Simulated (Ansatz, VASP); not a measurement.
# Pd in VASP and in Ansatz

The input INCAR:

```
ALGO = Normal
EDIFF = 1E-8
ENCUT = 520
GGA = PE
GGA_COMPAT = F
ISIF = 2
ISMEAR = -1
LASPH = T
LCHARG = F
LEFG = T
LMAXMIX = 4
LORBIT = 11
LORBMOM = T
LREAL = F
LSORBIT = T
LWAVE = F
MAGMOM = 0 0 0
NBANDS = 21
NELM = 150
PREC = Accurate
SIGMA = 0.05
```

File KPOINTS:

```
k-points
0
Gamma
  18 18 18
```

File POSCAR:

```
Pd
1.0
    0.0000000000      1.9449000000      1.9449000000
    1.9449000000      0.0000000000      1.9449000000
    1.9449000000      1.9449000000      0.0000000000
Pd
1
Direct
    0.0000000000      0.0000000000      0.0000000000
```

Input for Ansatz:

```yaml
crystal:
  lattice:
    - [0.0, 1.9449, 1.9449]
    - [1.9449, 0.0, 1.9449]
    - [1.9449, 1.9449, 0.0]
  atoms:
    - { symbol: Pd, position: [0.0, 0.0, 0.0] }
kpoints:
  mp_grid: { grid: [18, 18, 18] }
  band_path:
    path:
      - [0.0, 0.0, 0.0]
      - [0.5, 0.0, 0.5]
      - [0.625, 0.25, 0.625]
      - [0.375, 0.375, 0.75]
      - [0.0, 0.0, 0.0]
      - [0.5, 0.5, 0.5]
      - [0.5, 0.25, 0.75]
      - [0.5, 0.0, 0.5]
    npoints: 5
scf:
  occupations: { method: fermi_dirac, width: 0.05 }
hamiltonian:
  xc: pbe
  pseudopotentials: { kind: paw_fr }
output:
  forces: true
  stress: true
  eigenvalues: true
  efg: { contact_densities: true }
  write_density: true
  write_potential: true
  elf: true
  volumetric_format: npy
magnetization:
  noncollinear: true
  spin_orbit: true
```

Alike in both runs: task electric field gradients; functional PBE; k mesh 18 × 18 × 18; occupations fermi-dirac, width 0.05 eV; non-collinear spin, spin-orbit coupling.

|  | VASP | Ansatz |
| --- | --- | --- |
| version | VASP 6.6.1 | Ansatz 0.2.0 |
| potentials or method | VASP PAW PBE potentials, release 64 (Pd) | PAW with Ansatz's default frozen-core files, fully relativistic files with spin-orbit coupling |
| plane-wave cutoff (eV) | 520 | 420 |
| valence electrons in the cell | 10 | 18 |

```csv
,VASP,Ansatz,Ansatz less VASP
pressure (GPa),7.4,7.7,+0.32
net moment per atom (μB),0.00,0.00,0.000
```

With one functional, cell and mesh, what is left measures potentials, basis and numerics. VASP's potentials hold 10 valence electrons a cell and Ansatz's 18, so a difference there can come from the potentials and not from the codes.
